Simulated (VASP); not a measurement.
Set up this calculation in VASP 6.6.1, as the native input.

```
Task                   : single point
Functional             : PBE
Potentials or basis    : VASP PAW PBE potentials, release 64 (Be, H)
Cutoff                 : 520 eV
k mesh                 : 8 × 8 × 4
Occupations            : gaussian, width 0.1 eV
Spin                   : no spin polarisation
Dipole correction      : no
Further INCAR settings : ALGO = Normal; EDIFF = 1e-06; NBANDS = 17
```

The structure of Be3H lies in POSCAR:

```
Be3H
1.0
    3.7311477099     -0.3996448851     -0.0983608016
   -0.4134200434      3.7290557614     -0.1200630716
   -0.2462140339     -0.2238610192      4.4203238036
Be H
6 2
Direct
    1.0035094514      0.6162937680      0.3154480017
   -0.0643813875      0.3954773195      0.7814915639
    0.6163009591      1.0035202629      0.3154581803
    0.3954765940      0.9356115046      0.7814924125
    0.4534231047      0.4534272994      0.0367004007
    0.4706362413      0.4706383345      0.5330041991
   -0.0024071333     -0.0024078903      0.3158745488
    0.1274421703      1.1274394014     -0.0794693069
```

These files were run (other wordings do the same):

INCAR

```
  PREC = Accurate
  ENCUT = 520
  EDIFF = 1E-6
  ISMEAR = 0
  SIGMA = 0.1
  LREAL = False
  LASPH = True
  NELM = 60
  ALGO = Normal
  ISIF = 2
  LWAVE = False
  LCHARG = False
  GGA = PE
  NBANDS = 17
```

KPOINTS

```
regular mesh
0
Gamma
  8 8 4
```

Potentials or basis: VASP PAW PBE potentials, release 64 (Be, H).

Command:

```bash
$ cat potpaw_PBE.64/Be/POTCAR potpaw_PBE.64/H/POTCAR > POTCAR
$ mpirun -np 1 vasp_std > vasp.out
```

Results of the run:

The pressure is 0.1 GPa. The largest force is 0.017 eV/Å. The band gap on the k mesh is zero (bands 7 and 8 overlap by 2.85 eV).

Wall time 51 s on 1 thread of Intel(R) Xeon(R) Platinum 8488C (Sapphire Rapids), on a shared host, peak memory 0.24 GiB.
